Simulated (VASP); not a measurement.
Here is a VASP 6.6.1 calculation.

The input INCAR:

```
PREC = Accurate
ENCUT = 520
EDIFF = 1E-6
ISMEAR = 0
SIGMA = 0.05
LREAL = False
LASPH = True
NELM = 60
ALGO = Fast
ISIF = 2
LWAVE = False
LCHARG = False
GGA = PS
NBANDS = 14
```

File KPOINTS:

```
Automatic mesh
0
Gamma
  16 16 14
```

The input POSCAR:

```
AlNi
1.0
    1.9386940000     -1.9531901500      0.0000000000
    1.9386940000      1.9531901500      0.0000000000
    0.0000000000      0.0000000000      3.0994300413
Al Ni
1 1
Direct
    0.0000000000      0.0000000000      0.0000000000
    0.5000000000      0.5000000000      0.5000000000
```

Potentials or basis: VASP PAW PBE potentials, release 64 (Al, Ni).

Command:

```bash
$ cat potpaw_PBE.64/Al/POTCAR potpaw_PBE.64/Ni/POTCAR > POTCAR
$ mpirun -np 1 vasp_std > vasp.out
```

Task: What does it give for the band gap on the k mesh?

Result: Zero (an odd number of electrons rules out a gap without spin polarisation).

Task: Predict the pressure.

Result: 0.4 GPa.

Stress tensor (GPa, compression positive):
```
 3.49  0.00  0.00
 0.00  1.95  0.00
 0.00  0.00 -4.36
```

Caveat: the stress differs along the axes, from -4 to 3 GPa; the PAW data sets were made with another functional, which shifts forces and pressure a little. Spin polarisation is off, so any magnetic state and its effect on volume and gap are missing.
